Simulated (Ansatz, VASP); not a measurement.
**One calculation of W, two programs**

```xyz
1
Lattice="-1.5973 1.5973 1.5973 1.5973 -1.5973 1.5973 1.5973 1.5973 -1.5973" Properties=species:S:1:pos:R:3 pbc="T T T"
W     0.0000    0.0000    0.0000
```

Alike in both runs: task single point; functional r2SCAN; k mesh 24 × 24 × 24; occupations gaussian, width 0.15 eV; no spin polarisation.

|  | VASP | Ansatz |
| --- | --- | --- |
| version | VASP 6.6.1 | Ansatz 0.2.0 |
| potentials or method | VASP PAW PBE potentials, release 64 (W_sv), cutoff 520 eV | scalar-relativistic, plane waves, PAW |
| valence electrons in the cell | 14 | 14 |

Ansatz gave:

* gap on the k mesh at the Fermi level (eV): none
* pressure (GPa): -7.4

Problem. What did VASP give for the same quantities?

Solution. gap on the k mesh at the Fermi level (eV): none; pressure (GPa): -6.3.

VASP's potentials were made for PBE, not for r2SCAN. A gap of «none» marks a metal or a gap that the smearing closes.

Spin-orbit coupling is off throughout.
